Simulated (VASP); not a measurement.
Here is a VASP 6.6.1 calculation.

File INCAR:

```
SYSTEM = BN
PREC = Accurate
ENCUT = 520
EDIFF = 1E-7
ISMEAR = 0
SIGMA = 0.05
LREAL = .FALSE.
LASPH = .TRUE.
NELM = 80
ALGO = Normal
ISIF = 2
LWAVE = .FALSE.
LCHARG = .TRUE.
GGA = PE
IVDW = 12
LELF = .TRUE.
LVHAR = .TRUE.
NBANDS = 16
```

Contents of KPOINTS:

```
Automatic mesh
0
G
  12 12 4
  0 0 0
```

The input POSCAR:

```
BN
1.0
    2.5061233057      0.0000000000      0.0000000000
   -1.2530616528      2.1703664477      0.0000000000
    0.0000000000      0.0000000000      6.5973571420
B N
2 2
Direct
   -0.0442321619     -0.0884643237      0.4708974373
    0.3333333333      0.6666666667      0.0000000000
    0.0000000000      0.0000000000      0.0000000000
    0.6666666667      0.3333333333      0.5000000000
```

Potentials or basis: VASP PAW PBE potentials, release 64 (B, N).

Run with:

```console
$ cat potpaw_PBE.64/B/POTCAR potpaw_PBE.64/N/POTCAR > POTCAR
$ mpirun -np 1 vasp_std > vasp.out
```

(1) Estimate the dispersion energy per atom.

(2) Predict the band gap on the k mesh.

(3) What does it give for the largest force?

(4) Predict the pressure.

Results:

(1) -0.142 eV.

(2) 2.56 eV, indirect (least direct gap 3.92 eV).

(3) 10.155 eV/Å.

(4) 6.9 GPa.

Caveat: the cell differs from its parent crystal (atom 1 (B) moved by -0.192 Å along [1 2 0] and -0.192 Å along [0 0 1]); forces of over 1 eV/Å act on the atoms, so gaps and moduli don't describe the material at rest.
